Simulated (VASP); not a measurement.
Ca: single point with LDA

Ca:

```
CELL_PARAMETERS angstrom
0.00000 2.66880 2.66880
2.66880 0.00000 2.66880
2.66880 2.66880 0.00000
ATOMIC_POSITIONS crystal
Ca 0.00000 0.00000 0.00000
```

```yaml
Program: VASP 6.6.1
Task: single point
Functional: LDA
Potentials_or_basis: VASP PAW LDA potentials, release 64 (Ca_sv)
Cutoff: 520 eV
k_mesh: 14 × 14 × 14
Occupations: gaussian, width 0.1 eV
Spin: no spin polarisation
Dipole_correction: no
Further_INCAR_settings: ALGO = Normal; EDIFF = 1e-07; NBANDS = 11
```

```json
{
 "Pressure": "0.0 GPa",
 "Band gap on the k mesh": "zero (bands 5 and 6 overlap by 0.10 eV)"
}
```

Levels at points of the mesh, in eV from the Fermi level:
| k point | band 1 | band 2 | band 3 | band 4 | band 5 | band 6 | band 7 | band 8 | band 9 | band 10 |
| --- | --- | --- | --- | --- | --- | --- | --- | --- | --- | --- |
| (0.00, 0.00, 0.00) | -41.34 | -22.53 | -22.53 | -22.53 | -4.21 | 2.34 | 2.34 | 2.34 | 3.54 | 3.54 |
| (0.50, 0.00, 0.00) | -41.31 | -22.74 | -22.56 | -22.56 | -1.09 | -0.01 | 2.22 | 2.22 | 4.33 | 4.33 |
| (0.50, 0.50, 0.00) | -41.31 | -22.73 | -22.60 | -22.60 | -0.61 | 0.42 | 1.20 | 4.32 | 4.53 | 4.53 |

Wall time 15 s on 1 thread of Intel(R) Xeon(R) 6975P-C (Granite Rapids), with other jobs on the host, peak memory 0.16 GiB.
